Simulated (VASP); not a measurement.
Here is a VASP 6.6.1 calculation.

File INCAR:

```
PREC     = Accurate       # precision mode
ENCUT    = 600            # plane-wave cutoff, eV
EDIFF    = 1E-6           # SCF threshold, eV
ISMEAR   = 0              # smearing method
SIGMA    = 0.1            # smearing width, eV
LREAL    = F              # projectors in reciprocal space
LASPH    = T              # aspherical terms in the spheres
NELM     = 100            # most SCF steps
ALGO     = Fast           # electronic algorithm
ISIF     = 3              # what is computed and relaxed
LWAVE    = F              # write WAVECAR
LCHARG   = F              # write CHGCAR
IBRION   = 2              # ionic algorithm
NSW      = 100            # ionic steps
EDIFFG   = -0.002         # ionic threshold
```

KPOINTS

```
Automatic mesh
0
Gamma
  18 18 10
```

Contents of POSCAR:

```
Ti
1.0
    2.8670386266      0.0000000000      0.0000000000
   -1.4335193133      2.4829282842      0.0000000000
    0.0000000000      0.0000000000      4.5198682157
Ti
2
Direct
    0.3333333333      0.6666666667      0.2500000000
    0.6666666667      0.3333333333      0.7500000000
```

Potentials or basis: VASP PAW LDA potentials, release 64 (Ti_sv).

Run with:

```bash
$ cat potpaw_LDA.64/Ti_sv/POTCAR > POTCAR
$ mpirun -np 1 vasp_std > vasp.out
```

(1) Predict the relaxed volume.

(2) Estimate the band gap on the k mesh.

Results:

(1) 16.08 Å³/atom.

(2) zero (band 12 reaches 9.78 eV, above the bottom of band 13 at 8.63 eV).
